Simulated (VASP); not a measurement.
# Ge (Imma) in VASP: single point with PBE

Aim: the single point of Ge with PBE.

All numbers are computed with VASP 6.6.1; they aren't measurements. Logs are shortened: lines on timing, memory, paths and dates and some standing lists are left out, and cuts for length are marked.

## (1) The cell of the first run

Symmetry: Imma, No. 74, orthorhombic system. Conventional cell: a = 4.074 Å, b = 4.074 Å, c = 5.761 Å, α = 90.00°, β = 90.00°, γ = 90.00°. Ge (site symmetry mm2) has 4 Ge at 2.44 to 2.55 Å within 3.2 Å.

## (2) Single point, PBE (atoms displaced along a vibrational mode)

INCAR

```
SYSTEM = Ge
  ALGO = Normal
  EDIFF = 1E-7
  ENCUT = 520
  GGA = PE
  ISIF = 2
  ISMEAR = 0
  LASPH = .True.
  LCHARG = .False.
  LREAL = .False.
  LWAVE = .False.
  NBANDS = 21
  NELM = 60
  PREC = Accurate
  SIGMA = 0.15
```

KPOINTS

```
k-points
0
Gamma
  18 18 18
  0 0 0
```

POSCAR

```
Ge
1.0
    0.0000000000      2.8805347709      2.8805347709
    2.8805347709      0.0000000000      2.8805347709
    2.8805347709      2.8805347709      0.0000000000
Ge
2
Direct
    0.4913210560      0.5086789440      0.5086789440
    0.7586789440      0.7413210560      0.7413210560
```

Potentials or basis: VASP PAW PBE potentials, release 64 (Ge_d).

On the command line:

```sh
> cat potpaw_PBE.64/Ge_d/POTCAR > POTCAR
> mpirun -np 1 vasp_std > vasp.out
```

OUTCAR:

```text
SYSTEM = Ge
   EDIFF = 1E-7
   ENCUT = 520
   GGA = PE
   ISIF = 2
   ISMEAR = 0
   LASPH = .True.
   LREAL = .False.
   NELM = 60
   PREC = Accurate

 ion  position               nearest neighbor table
   1  0.491  0.509  0.509-   2 2.44   2 2.44   2 2.55   2 2.55
   2  0.759  0.741  0.741-   1 2.44   1 2.44   1 2.55   1 2.55

  LATTYP: Found a face centered cubic cell.
 ALAT       =     5.7610695418

  Lattice vectors:

 A1 = (   0.0000000000,   2.8805347709,   2.8805347709)
 A2 = (   2.8805347709,   0.0000000000,   2.8805347709)
 A3 = (   2.8805347709,   2.8805347709,   0.0000000000)

Analysis of symmetry for initial positions (statically):
=====================================================================
 Subroutine PRICEL returns:
 Original cell was already a primitive cell.

 Routine SETGRP: Setting up the symmetry group for a
 face centered cubic supercell.

 Subroutine GETGRP returns: Found  8 space group operations
 (whereof  4 operations were pure point group operations)
 out of a pool of 48 trial point group operations.

The static configuration has the point symmetry C_2v.
 The point group associated with its full space group is D_2h.

Analysis of symmetry for dynamics (positions and initial velocities):
=====================================================================
 Subroutine PRICEL returns:
 Original cell was already a primitive cell.

 Routine SETGRP: Setting up the symmetry group for a
 face centered cubic supercell.

 Subroutine GETGRP returns: Found  8 space group operations
 (whereof  4 operations were pure point group operations)
 out of a pool of 48 trial point group operations.

The dynamic configuration has the point symmetry C_2v.
 The point group associated with its full space group is D_2h.

 Subroutine INISYM returns: Found  8 space group operations
 (whereof  4 operations are pure point group operations),
 and found     1 'primitive' translations

----------------------------------------------------------------------------------------

                                     Primitive cell

  volume of cell :      47.8024

  direct lattice vectors                    reciprocal lattice vectors
     0.000000000  2.880534771  2.880534771    -0.173578880  0.173578880  0.173578880
     2.880534771  0.000000000  2.880534771     0.173578880 -0.173578880  0.173578880
     2.880534771  2.880534771  0.000000000     0.173578880  0.173578880 -0.173578880

  length of vectors
     4.073691340  4.073691340  4.073691340     0.300647440  0.300647440  0.300647440

  position of ions in fractional coordinates (direct lattice)
     0.491321056  0.508678944  0.508678944
     0.758678944  0.741321056  0.741321056

  ion indices of the primitive-cell ions
   primitive index   ion index
                 1           1
                 2           2

----------------------------------------------------------------------------------------

 KPOINTS: k-points

Automatic generation of k-mesh.
 Grid dimensions read from file:
 generate k-points for:   18   18   18

 Generating k-lattice:

  Cartesian coordinates                     Fractional coordinates (reciprocal lattice)
    -0.009643271  0.009643271  0.009643271     0.055555556  0.000000000  0.000000000
     0.009643271 -0.009643271  0.009643271     0.000000000  0.055555556  0.000000000
     0.009643271  0.009643271 -0.009643271     0.000000000  0.000000000  0.055555556

  Length of vectors
     0.016702636  0.016702636  0.016702636

  Shift w.r.t. Gamma in fractional coordinates (k-lattice)
     0.000000000  0.000000000  0.000000000

 Subroutine IBZKPT returns following result:
 ===========================================

 Found    865 irreducible k-points:

 Following reciprocal coordinates:
            Coordinates               Weight
  0.000000  0.000000  0.000000      1.000000
  0.055556  0.000000  0.000000      4.000000
  0.000000  0.055556  0.000000      4.000000
  0.111111  0.000000  0.000000      4.000000
  0.000000  0.111111  0.000000      4.000000
  0.166667  0.000000  0.000000      4.000000
[... 16 lines left out ...]
  0.000000  0.111111  0.055556      4.000000
  0.055556  0.000000  0.111111      8.000000
 [... further k-points ...]
   k-points           NKPTS =    865   k-points in BZ     NKDIM =    865   number of bands    NBANDS=     21
   number of dos      NEDOS =    301   number of ions     NIONS =      2
   total plane-waves  NPLWV =  27000
   dimension x,y,z NGX =    30 NGY =   30 NGZ =   30
   dimension x,y,z NGXF=    60 NGYF=   60 NGZF=   60
   ions per type =               2
   NGX,Y,Z   is equivalent  to a cutoff of  12.24, 12.24, 12.24 a.u.
   NGXF,Y,Z  is equivalent  to a cutoff of  24.49, 24.49, 24.49 a.u.
 SYSTEM =  Ge
   PREC   = accura    normal or accurate (medium, high low for compatibility)
   ISTART =      0    job   : 0-new  1-cont  2-samecut
   ICHARG =      2    charge: 1-file 2-atom 10-const
   ISPIN  =      1    spin polarized calculation?
   LNONCOLLINEAR =      F non collinear calculations
   LSORBIT =      F    spin-orbit coupling
   LASPH  =      T    aspherical Exc in radial PAW
   ENCUT  =  520.0 eV  38.22 Ry    6.18 a.u.   7.57  7.57  7.57*2*pi/ulx,y,z
   NELM   =     60;   NELMIN=  2; NELMDL= -5     # of ELM steps
   EDIFF  = 0.1E-06   stopping-criterion for ELM
   LREAL  =      F    real-space projection
   EDIFFG = 0.1E-05   stopping-criterion for IOM
   NSW    =      0    number of steps for IOM
   IBRION =     -1    ionic relax: 0-MD 1-quasi-New 2-CG
   NFREE  =      0    steps in history (QN), initial steepest desc. (CG)
   ISIF   =      2    stress and relaxation
   ISYM   =      2    0-nonsym 1-usesym 2-fastsym
   POTIM  = 0.5000    time-step for ionic-motion
   TEBEG  =    0.0;   TEEND  =   0.0 temperature during run
   PSTRESS=    0.0 pullay stress
   NELECT =      28.0000    total number of electrons
   NUPDOWN=      -1.0000    fix difference up-down
   EMIN   =  10.00;   EMAX   =-10.00  energy-range for DOS
   EFERMI =   0.00;   METHOD = LEGACY
   ISMEAR =     0;   SIGMA  =   0.15  broadening in eV -4-tet -1-fermi 0-gaus
   EFERMI_NEDOS =   21; number of points for ismear=-14 and -15
   IALGO  =     38    algorithm
   IMIX   =      4    mixing-type and parameters
     AMIX     =   0.40;   BMIX     =  1.00
     AMIX_MAG =   1.60;   BMIX_MAG =  1.00
  volume/ion in A,a.u.               =      23.90       161.29
  Fermi-wavevector in a.u.,A,eV,Ry     =   1.369760  2.588471 25.527818  1.876242
  Thomas-Fermi vector in A             =   2.495606
   LORBIT       =      0    0 simple, 1 ext, 2 COOP (PROOUT), +10 PAW based schemes
   GGA     = PE    functional components
   LHFCALC =     F    Hartree Fock is set to
   AEXX    =    0.0000 exact exchange contribution
   IVDW    =     0    specifies the selected vdW correction
   LEPSILON=     F    determine dielectric tensor
   LRPA    =     F    only Hartree local field effects (RPA)
 non-spin polarized calculation
 Gauss-broadening in eV      SIGMA  =   0.15
  energy-cutoff  :      520.00
  volume of cell :       47.80
 maximum number of plane-waves:      1307
   NGX = 15   NGY = 15   NGZ = 15

 number of electron      28.0000013 magnetization

 Free energy of the ion-electron system (eV)
  ---------------------------------------------------
  ext. energy  EPLUGINS =         0.00000000
  ---------------------------------------------------
  free energy    TOTEN  =        -8.98741266 eV

  energy without entropy =       -8.98665355  energy(sigma->0) =       -8.98703310

 E-fermi :   4.6153     XC(G=0):  -9.6725

 val. band max:        4.5904670305   @ k =  -0.2222  -0.1111  -0.1111
 cond. band min:       4.6290635124   @ k =   0.0000   0.0556   0.0556
 fundamental gap:      0.0385964819
 Fermi energy:         4.6153327893

 k-point     1 :       0.0000    0.0000    0.0000
  band No.  band energies     occupation
      1     -20.2971      2.00000
      2     -20.2851      2.00000
      3     -20.2608      2.00000
      4     -20.2498      2.00000
      5     -20.2468      2.00000
      6     -20.0769      2.00000
[... 13 lines left out ...]
     20      13.8098      0.00000
     21      13.8336      0.00000

 k-point     2 :       0.0556    0.0000    0.0000
  band No.  band energies     occupation
      1     -20.2984      2.00000
      2     -20.2862      2.00000
      3     -20.2652      2.00000
      4     -20.2447      2.00000
      5     -20.2441      2.00000
      6     -20.0790      2.00000
[... 13 lines left out ...]
     20      13.4759      0.00000
     21      13.5297      0.00000

 k-point     3 :       0.0000    0.0556    0.0000
  band No.  band energies     occupation
      1     -20.2982      2.00000
      2     -20.2857      2.00000
      3     -20.2605      2.00000
      4     -20.2483      2.00000
      5     -20.2451      2.00000
      6     -20.0775      2.00000
[... 13 lines left out ...]
     20      13.5425      0.00000
     21      13.5442      0.00000

 k-point     4 :       0.1111    0.0000    0.0000
  band No.  band energies     occupation
      1     -20.3020      2.00000
      2     -20.2882      2.00000
      3     -20.2716      2.00000
      4     -20.2374      2.00000
      5     -20.2363      2.00000
      6     -20.0839      2.00000
[... 13 lines left out ...]
     20      13.0106      0.00000
     21      13.0570      0.00000

 k-point     5 :       0.0000    0.1111    0.0000
  band No.  band energies     occupation
      1     -20.3008      2.00000
      2     -20.2872      2.00000
      3     -20.2593      2.00000
      4     -20.2444      2.00000
      5     -20.2407      2.00000
      6     -20.0792      2.00000
[... 13 lines left out ...]
     20      13.1121      0.00000
     21      13.1262      0.00000
[... 382 lines left out ...]
     20      13.1070      0.00000
     21      13.8607      0.00000

 k-point    22 :       0.1111    0.0556    0.0000
  band No.  band energies     occupation
      1     -20.3014      2.00000
      2     -20.2888      2.00000
      3     -20.2710      2.00000
      4     -20.2399      2.00000
      5     -20.2343      2.00000
      6     -20.0875      2.00000
[... 13 lines left out ...]
     20      12.5586      0.00000
     21      13.6237      0.00000

 k-point    23 :       0.0000    0.1111    0.0556
  band No.  band energies     occupation
      1     -20.2998      2.00000
      2     -20.2879      2.00000
      3     -20.2626      2.00000
      4     -20.2456      2.00000
      5     -20.2379      2.00000
      6     -20.0792      2.00000
[... 13 lines left out ...]
     20      12.6146      0.00000
     21      13.6734      0.00000

 k-point    24 :       0.0556    0.0000    0.1111
  band No.  band energies     occupation
      1     -20.3013      2.00000
      2     -20.2871      2.00000
      3     -20.2626      2.00000
      4     -20.2435      2.00000
      5     -20.2387      2.00000
      6     -20.0848      2.00000
[... 13 lines left out ...]
     20      12.6082      0.00000
     21      13.7025      0.00000

 [... further k-points ...]

------------------------ aborting loop because EDIFF is reached ----------------------------------------

  FORCE on cell =-STRESS in cart. coord.  units (eV):
  Direction    XX          YY          ZZ          XY          YZ          ZX
  --------------------------------------------------------------------------------------
  -------------------------------------------------------------------------------------
  Total       -0.0052761      0.0929468      0.0929468      0.0000000      0.7429531      0.0000000
  in kB       -0.1768376      3.1152681      3.1152681      0.0000000     24.9013357      0.0000000
  external PRESSURE =       2.0178996 kB  Pullay stress =       0.0000000 kB

 VOLUME and BASIS-vectors are now :
 -----------------------------------------------------------------------------
  energy-cutoff  :      520.00
  volume of cell :       47.80
      direct lattice vectors                 reciprocal lattice vectors
     0.000000000  2.880534771  2.880534771    -0.173578880  0.173578880  0.173578880
     2.880534771  0.000000000  2.880534771     0.173578880 -0.173578880  0.173578880
     2.880534771  2.880534771  0.000000000     0.173578880  0.173578880 -0.173578880

 POSITION                                       TOTAL-FORCE (eV/Angst)
 -----------------------------------------------------------------------------------
      2.93053      2.88053      2.88053        -1.000648      0.000000      0.000000
      4.27080      4.32080      4.32080         1.000648     -0.000000     -0.000000
 -----------------------------------------------------------------------------------
    total drift:                               -0.000000     -0.000000      0.000000

  FREE ENERGIE OF THE ION-ELECTRON SYSTEM (eV)
  ---------------------------------------------------
  free  energy   TOTEN  =        -8.9874126568 eV

  energy  without entropy=       -8.9866535529  energy(sigma->0) =       -8.98703310
```

Wall time 11 min (1 thread of Intel Xeon Platinum 8259CL at 2.50GHz (Skylake/Cascade Lake), shared host); peak memory 0.71 GiB.

What came out:

```
Free energy            : -8.9874 eV
Pressure               : 0.2 GPa
Largest force          : 1.001 eV/Å
Band gap on the k mesh : zero (bands 14 and 15 overlap by 0.51 eV)
```

Forces on the atoms (eV/Å):
```
Ge  -1.001  0.000  0.000
Ge   1.001  0.000  0.000
```

Stress tensor (GPa, compression positive):
```
-0.02  0.00  0.00
 0.00  0.31  2.49
 0.00  2.49  0.31
```

Levels at points of the mesh, in eV from the Fermi level:
```csv
k point,band 11,band 12,band 13,band 14,band 15,band 16,band 17,band 18
"(0.00, 0.00, 0.00)",-12.52,-0.59,-0.59,-0.11,0.31,2.04,2.36,2.74
"(0.50, 0.00, 0.00)",-10.44,-7.79,-1.65,-1.20,0.04,3.31,3.99,7.03
"(0.00, 0.50, 0.00)",-10.68,-7.21,-1.75,-1.23,-0.28,3.16,3.85,6.86
"(0.50, 0.50, 0.00)",-8.85,-8.85,-3.01,-3.01,0.66,0.66,8.95,8.95
"(0.00, 0.50, 0.50)",-9.17,-8.48,-3.18,-2.90,0.39,0.96,8.72,9.16
```

Caveat: the cell differs from its parent crystal (atoms displaced along a vibrational mode); semilocal functionals underestimate gaps, so a narrow gap can read as zero; forces of over 1 eV/Å act on the atoms, so gaps and moduli don't describe the material at rest.
